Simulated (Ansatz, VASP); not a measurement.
# One calculation of Si, two programs

```
Si
1.0
    -1.52167    1.52167    1.52167
     1.52167   -1.52167    1.52167
     1.52167    1.52167   -1.52167
Si
1
Direct
  0.00000 0.00000 0.00000
```

Alike in both runs: functional LDA; k mesh 14 × 14 × 14; occupations fermi-dirac, width 0.1 eV; no spin polarisation.

Ansatz relaxed the structure, and its values are those at the end. VASP's run is a single point on that final structure, the one shown.

```csv
,VASP,Ansatz
version,VASP 6.6.1,Ansatz 0.2.0
potentials or method,"VASP PAW LDA potentials, release 64 (Si), cutoff 520 eV","plane waves (420 eV) with PAW, scalar-relativistic"
valence electrons in the cell,4,4
```

```csv
,VASP,Ansatz,Ansatz less VASP
pressure (GPa),0.1,0.0,-0.09
```

Ansatz warns that its potentials were made for another functional, while VASP's fit it. LDA's correlation is that of Perdew and Zunger in VASP and of Perdew and Wang (1992) in Ansatz.
